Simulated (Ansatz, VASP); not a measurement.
**Two plane-wave programs on Si24BMo12**

```xyz
37
Lattice="-3.2169 3.2169 7.8733 3.2169 -3.2169 7.8733 4.8254 4.8254 -11.8100" Properties=species:S:1:pos:R:3 pbc="T T T"
Si   -0.0002    0.0214    5.2340
Si    0.0235   -0.2701    2.6965
Si    1.8814    1.5891    1.2414
Si    1.5910    1.6128   -1.2955
Si    3.2012    3.2361   -2.6376
Si    3.2010    3.2373   -5.2346
Si    1.3620   -1.5597    9.1141
Si    1.6094   -1.6162    6.5631
Si    3.2022    0.0366    5.2300
Si    3.2371   -0.0241    2.6525
Si    4.8635    1.6291    1.2909
Si    4.8194    1.5843   -1.2935
Si   -1.5808    1.5925    9.1592
Si   -1.6411    1.6274    6.5820
Si    0.0120    3.2203    5.2486
Si   -0.0453    3.4693    2.6962
Si    1.6374    4.8360    1.2947
Si    1.5922    4.7909   -1.2900
Si    0.0404    0.0001   13.1176
Si   -0.0249    0.0228   10.5267
Si    1.5892    1.6371    9.1580
Si    1.6126    1.5720    6.5676
Si    3.1958    3.2101    5.2208
Si    3.2278    3.2415    2.6537
Mo    0.0084    0.0286    0.0489
Mo    1.5953    1.6250   -3.9173
Mo    3.2108    3.1978   -7.8753
Mo    1.6397   -1.6239    3.9569
Mo    3.2368   -0.0272   -0.0184
Mo    4.8253    1.6129   -3.9360
Mo   -1.5882    1.6159    3.8930
Mo   -0.0027    3.2014    0.0450
Mo    1.5974    4.8409   -3.9359
Mo   -0.0128    0.0167    7.8559
Mo    1.5841    1.6030    3.8896
Mo    3.2402    3.2262    0.0034
B     0.0079    1.6047    1.9720
```

Alike in both runs: functional PBE; k mesh 1 × 1 × 1; occupations methfessel-paxton of order 1, width 0.1 eV; no spin polarisation.

Ansatz relaxed the structure, and its values are those at the end. VASP's run is a single point on that final structure, the one shown.

```csv
,VASP,Ansatz
version,VASP 6.6.1,Ansatz 0.2.0
potentials or method,"VASP PAW PBE potentials, release 64 (Si, Mo_sv, B), cutoff 520 eV",plane-wave PAW DFT
valence electrons in the cell,267,267
```

```tsv
	VASP	Ansatz	Ansatz less VASP
rms of the force components (eV/Å)	0.005	0.005	-0.0007
```

With one functional, cell and mesh, what is left measures potentials, basis and numerics.
